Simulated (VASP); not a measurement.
Mo:

```xyz
1
Lattice="-1.5838 1.5838 1.5838 1.5838 -1.5838 1.5838 1.5838 1.5838 -1.5838" Properties=species:S:1:pos:R:3 pbc="T T T"
Mo    0.0000    0.0000    0.0000
```

* Program: VASP 6.6.1
* Task: relaxation of cell and atoms
* Functional: LDA
* Potentials or basis: VASP PAW LDA potentials, release 64 (Mo_sv)
* Cutoff: 600 eV
* k mesh: 12 × 12 × 12
* Occupations: fermi-dirac, width 0.05 eV
* Spin: no spin polarisation

At the start: pressure -13.2 GPa; volume 15.89 Å³/atom.

Task: Where does the relaxation end?

Result: Over 4 steps the energy falls by 33.2 meV/atom and the volume is 15.13 Å³/atom (-4.8 %); space group Im-3m (No. 229, to 0.05 Å).

The path:
```csv
step,energy change (eV),largest force (eV/Å),pressure (GPa),volume (Å³)
1,0.0000,0.0000,-13.21,15.89
2,0.2975,0.0000,58.09,13.06
3,-0.0331,0.0000,-0.96,15.17
4,-0.0332,0.0000,-0.17,15.13
```

Final structure:
```
Mo
1.0
    -1.55804    1.55804    1.55804
     1.55804   -1.55804    1.55804
     1.55804    1.55804   -1.55804
Mo
1
Direct
  0.00000 0.00000 0.00000
```
